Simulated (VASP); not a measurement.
# NaB4 (Pmmm) in VASP: further runs, part 2 of 2

VASP 6.6.1.

### Step 4. Single point, PBE

This run uses another cell than the first one: it holds 10 atoms, not 5.

Input file INCAR:

```
PREC = Accurate ; ENCUT = 520
EDIFF = 1E-6 ; ISMEAR = 0
SIGMA = 0.2 ; LREAL = F
LASPH = T ; NELM = 80
ALGO = Normal ; ISIF = 2
LWAVE = F ; LCHARG = T
GGA = PE ; LELF = T
LVHAR = T ; NBANDS = 30
```

Input file KPOINTS:

```
regular mesh
0
Gamma
  8 6 2
```

Input file POSCAR:

```
NaB4
1.0
    3.1285366272      0.0000000000      0.0000000000
    0.0000000000      4.1003654407      0.0000000000
    0.0000000000      0.0000000000     11.0581653220
Na B
2 8
Direct
    0.5000000000      0.5000000000      0.2500000000
    0.5000000000      0.5000000000      0.7500000000
    0.5000000000      0.0000000000      0.0836120812
    0.5000000000      0.0000000000      0.5836120812
    0.0000000000      0.0000000000      0.4048201185
    0.0000000000      0.0000000000      0.9048201185
    0.0000000000      0.0000000000      0.0951798815
    0.0000000000      0.0000000000      0.5951798815
    0.5000000000      0.0000000000      0.4163879188
    0.5000000000      0.0000000000      0.9163879188
```

Potentials or basis: VASP PAW PBE potentials, release 64 (Na_pv, B).

On the command line:

```bash
$ cat potpaw_PBE.64/Na_pv/POTCAR potpaw_PBE.64/B/POTCAR > POTCAR
$ mpirun -np 1 vasp_std > vasp.out
```

OUTCAR:

```text
PREC = Accurate
   ENCUT = 520
   EDIFF = 1E-6
   ISMEAR = 0
   LREAL = F
   LASPH = T
   NELM = 80
   ISIF = 2
   GGA = PE

 ion  position               nearest neighbor table
   1  0.500  0.500  0.250-
   2  0.500  0.500  0.750-
   3  0.500  0.000  0.084-   7 1.57   7 1.57  10 1.85
   4  0.500  0.000  0.584-   8 1.57   8 1.57   9 1.85
   5  0.000  0.000  0.405-   9 1.57   9 1.57   8 2.11
   6  0.000  0.000  0.905-  10 1.57  10 1.57   7 2.11
   7  0.000  0.000  0.095-   3 1.57   3 1.57   6 2.11
   8  0.000  0.000  0.595-   4 1.57   4 1.57   5 2.11
[... 1027 lines left out ...]
  in kB        6.7235655     -6.0089051     -1.5004059     -0.0000000      0.0000000      0.0000000
  external PRESSURE =      -0.2619152 kB  Pullay stress =       0.0000000 kB

 VOLUME and BASIS-vectors are now :
 -----------------------------------------------------------------------------
  energy-cutoff  :      520.00
  volume of cell :      141.86
      direct lattice vectors                 reciprocal lattice vectors
     3.128536627  0.000000000  0.000000000     0.319638259  0.000000000  0.000000000
     0.000000000  4.100365441  0.000000000     0.000000000  0.243880701  0.000000000
     0.000000000  0.000000000 11.058165322     0.000000000  0.000000000  0.090430914

 POSITION                                       TOTAL-FORCE (eV/Angst)
 -----------------------------------------------------------------------------------
      1.56427      2.05018      2.76454         0.000000     -0.000000      0.000000
      1.56427      2.05018      8.29362         0.000000      0.000000      0.000000
      1.56427      0.00000      0.92460        -0.000000      0.000000     -0.021070
      1.56427      0.00000      6.45368        -0.000000      0.000000     -0.021070
      0.00000      0.00000      4.47657        -0.000000      0.000000      0.018149
      0.00000      0.00000     10.00565        -0.000000      0.000000      0.018149
      0.00000      0.00000      1.05251        -0.000000      0.000000     -0.018149
      0.00000      0.00000      6.58160        -0.000000      0.000000     -0.018149
      1.56427      0.00000      4.60449        -0.000000      0.000000      0.021070
      1.56427      0.00000     10.13357        -0.000000      0.000000      0.021070
 -----------------------------------------------------------------------------------
    total drift:                                0.000000      0.000000      0.000000

  FREE ENERGIE OF THE ION-ELECTRON SYSTEM (eV)
  ---------------------------------------------------
  free  energy   TOTEN  =       -50.6845975358 eV

  energy  without entropy=      -50.6380401090  energy(sigma->0) =      -50.66131882
```

stdout:

```text
POSCAR found type information on POSCAR NaB
 POSCAR found :  2 types and      10 ions
 scaLAPACK will be used
 LDA part: xc-table for (Slater+PW92), standard interpolation
 POSCAR, INCAR and KPOINTS ok, starting setup
 FFT: planning ... GRIDC
 FFT: planning ... GRID_SOFT
 FFT: planning ... GRID
 WAVECAR not read
 entering main loop
```

It took 2.1 min on 1 thread of Intel Xeon Platinum 8375C at 2.90GHz (Ice Lake), shared host; peak memory 0.29 GiB.

Results:

* Free energy: -50.6846 eV
* Pressure: 0.0 GPa
* Largest force: 0.021 eV/Å
* Band gap on the k mesh: zero (band 19 reaches 2.78 eV, above the bottom of band 20 at -0.11 eV)

Forces on the atoms (eV/Å):
```
Na   0.000  0.000  0.000
Na   0.000  0.000  0.000
B    0.000  0.000 -0.021
B    0.000  0.000 -0.021
B    0.000  0.000  0.018
B    0.000  0.000  0.018
B    0.000  0.000 -0.018
B    0.000  0.000 -0.018
B    0.000  0.000  0.021
B    0.000  0.000  0.021
```

Stress tensor (GPa, compression positive):
```
 0.67  0.00  0.00
 0.00 -0.60  0.00
 0.00  0.00 -0.15
```

Levels at points of the mesh, in eV from the Fermi level:
```
           k point  band 15  band 16  band 17  band 18  band 19  band 20  band 21  band 22  band 23  band 24
(0.00, 0.00, 0.00)    -2.72    -2.59    -2.21    -2.13    -0.24     0.12     1.71     3.48     3.70     3.72
(0.50, 0.00, 0.00)    -1.35    -1.09    -0.11     0.77     0.77     0.85     0.98     1.23     2.98     3.34
(0.00, 0.50, 0.00)    -3.97    -2.86    -2.18    -2.10    -2.10    -1.09     2.41     3.68     3.84     3.90
(0.50, 0.50, 0.00)    -1.08    -0.77    -0.70    -0.60    -0.43    -0.22    -0.06     0.96     1.25     2.00
(0.00, 0.00, 0.50)    -2.66    -2.66    -2.17    -2.17    -0.06    -0.06     2.95     2.95     3.74     3.74
(0.50, 0.00, 0.50)    -0.76    -0.76    -0.31    -0.31     0.81     0.81     1.09     1.09     3.26     3.26
(0.00, 0.50, 0.50)    -3.64    -3.64    -2.14    -2.14    -1.61    -1.61     3.57     3.57     3.97     3.97
(0.50, 0.50, 0.50)    -0.59    -0.59    -0.58    -0.58    -0.44    -0.44    -0.03    -0.03     1.74     1.74
```

### Step 5. Summary

```csv
task,cell,k mesh,cutoff (eV),smearing,gap on the mesh (eV),pressure (GPa),largest force (eV/Å)
single point,"a = 4.533, b = 3.025, c = 4.959 Å, 5 atoms",6 × 6 × 4,520,gaussian 0.1 eV,none,0.1,0.01
relaxation of cell and atoms,"relaxed from a = 2.858, b = 3.051, c = 5.284 Å, 5 atoms",6 × 6 × 4,600,gaussian 0.1 eV,none,-0.3,0.03
single point,"a = 3.129, b = 4.100, c = 11.058 Å, 10 atoms",8 × 6 × 2,520,gaussian 0.2 eV,none,0.0,0.02
```

Alike in all rows: level PBE; potentials or basis VASP PAW PBE potentials, release 64 (Na_pv, B); no spin polarisation.

Caveats: some runs use coarse meshes.

Total energies depend on the potentials used, so only differences within one code and one set of settings carry meaning.
